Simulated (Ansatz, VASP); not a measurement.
One calculation of SrTiO3, two programs

```
CELL_PARAMETERS angstrom
3.89112 0.00000 0.00000
0.00000 3.89112 0.00000
0.00000 0.00000 3.89112
ATOMIC_POSITIONS crystal
Sr 0.00000 0.00000 0.00000
Ti 0.50000 0.47430 0.50000
O 0.00000 0.50000 0.50000
O 0.50000 0.00000 0.50000
O 0.50000 0.50000 0.00000
```

Alike in both runs: task single point; functional PBEsol; k mesh 8 × 8 × 8; occupations gaussian, width 0.05 eV; no spin polarisation.

|  | VASP | Ansatz |
| --- | --- | --- |
| version | VASP 6.6.1 | Ansatz 0.2.0 |
| potentials or method | VASP PAW PBE potentials, release 64 (Sr_sv, Ti_sv, O), cutoff 520 eV | scalar-relativistic, plane waves, PAW |
| valence electrons in the cell | 40 | 40 |

VASP gave:

```
gap on the k mesh at the Fermi level (eV)                     : 1.84
least direct gap on the mesh (eV)                             : 2.32
pressure (GPa)                                                : 1.4
traceless stress, the component that is largest in VASP (GPa) : 1.21
rms of the force components (eV/Å)                            : 0.152
```

Problem. Estimate Ansatz's values.

Solution. gap on the k mesh at the Fermi level (eV): 1.87; least direct gap on the mesh (eV): 2.34; pressure (GPa): 0.7; traceless stress, the component that is largest in VASP (GPa): 1.16; rms of the force components (eV/Å): 0.140.

VASP's potentials were made for PBE, not for PBEsol. Atom by atom the forces differ by 0.017 eV/Å (rms over components).
